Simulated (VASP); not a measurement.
Write the native input for VASP 6.6.1 that does the following.

```yaml
Task: single point
Functional: PBEsol
Potentials_or_basis: VASP PAW PBE potentials, release 64 (Al)
Cutoff: 520 eV
k_mesh: 18 × 18 × 10
Occupations: gaussian, width 0.15 eV
Spin: no spin polarisation
Dipole_correction: no
Further_INCAR_settings: ALGO = Fast; EDIFF = 1e-07; NBANDS = 10
```

The structure of Al lies in POSCAR:

```
Al
1.0
    2.8496988417      0.0000000000      0.0000000000
   -1.4248494208      2.4679115900      0.0000000000
    0.0000000000      0.0000000000      4.3414000000
Al
2
Direct
    0.6666666667      0.3333333333      0.7500000000
    0.3333333333      0.6666666667      0.2500000000
```

The input as run:

INCAR

```
  ALGO = Fast
  EDIFF = 1E-7
  ENCUT = 520
  GGA = PS
  ISIF = 2
  ISMEAR = 0
  LASPH = True
  LCHARG = False
  LREAL = False
  LWAVE = False
  NBANDS = 10
  NELM = 80
  PREC = Accurate
  SIGMA = 0.15
```

KPOINTS

```
k-points
0
Gamma
  18 18 10
```

Potentials or basis: VASP PAW PBE potentials, release 64 (Al).

Launch:

```sh
$ cat potpaw_PBE.64/Al/POTCAR > POTCAR
$ mpirun -np 1 vasp_std > vasp.out
```

It gave:

The pressure is 6.7 GPa. The band gap on the k mesh is zero (band 3 reaches 14.12 eV, above the bottom of band 4 at 5.34 eV).

Caveat: the PAW data sets were made with another functional, which shifts forces and pressure a little.

Wall time 31 s on 1 thread of AMD EPYC 9R45 96-Core Processor (Zen 5) (shared host), peak memory 0.15 GiB.
